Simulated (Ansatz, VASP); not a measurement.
**LaP: VASP beside Ansatz**

```
La P
1.0
     0.00000    3.02251    3.02251
     3.02251    0.00000    3.02251
     3.02251    3.02251    0.00000
La P
1 1
Direct
  0.00000 0.00000 0.00000
  0.50000 0.50000 0.50000
```

Change from the starting cell: volume scaled by 1.01.

Alike in both runs: task single point; functional LDA; k mesh 10 × 10 × 10; occupations fermi-dirac, width 0.03 eV; no spin polarisation.

```csv
,VASP,Ansatz
version,VASP 6.6.1,Ansatz 0.2.0
potentials or method,"VASP PAW LDA potentials, release 64 (La, P), cutoff 520 eV","all-electron LAPW, scalar-relativistic"
```

|  | VASP | Ansatz | Ansatz less VASP |
| --- | --- | --- | --- |
| pressure (GPa) | -3.9 | -3.9 | +0.05 |

LDA's correlation is that of Perdew and Zunger in VASP and of Perdew and Wang (1992) in Ansatz. Ansatz ran all-electron here, and VASP with PAW potentials.

Neither program's run includes spin-orbit coupling.
